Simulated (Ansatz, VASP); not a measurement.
## Ir in VASP and in Ansatz

```
CELL_PARAMETERS angstrom
4.57636 0.00000 0.00000
0.00000 2.55357 0.00000
0.00000 0.00000 2.59465
ATOMIC_POSITIONS crystal
Ir 0.25000 0.00000 0.75038
Ir 0.75000 0.00000 0.24962
```

Alike in both runs: functional LDA; k mesh 3 × 15 × 5; occupations fermi-dirac, width 0.15 eV; no spin polarisation.

Ansatz relaxed the structure, and its values are those at the end. VASP's run is a single point on that final structure, the one shown.

|  | VASP | Ansatz |
| --- | --- | --- |
| version | VASP 6.6.1 | Ansatz 0.2.0 |
| potentials or method | VASP PAW LDA potentials, release 64 (Ir), cutoff 520 eV | plane waves, PAW |
| valence electrons in the cell | 18 | 34 |

Ansatz gave:

* pressure (GPa): 0.0

Problem. Estimate VASP's values.

Solution. Pressure (GPa): 1.9.

LDA's correlation is that of Perdew and Zunger in VASP and of Perdew and Wang (1992) in Ansatz. VASP's potentials hold 18 valence electrons a cell and Ansatz's 34, so a difference there can come from the potentials and not from the codes.

The k mesh is coarse, so the values compare programs but aren't converged. Spin-orbit coupling is off throughout.
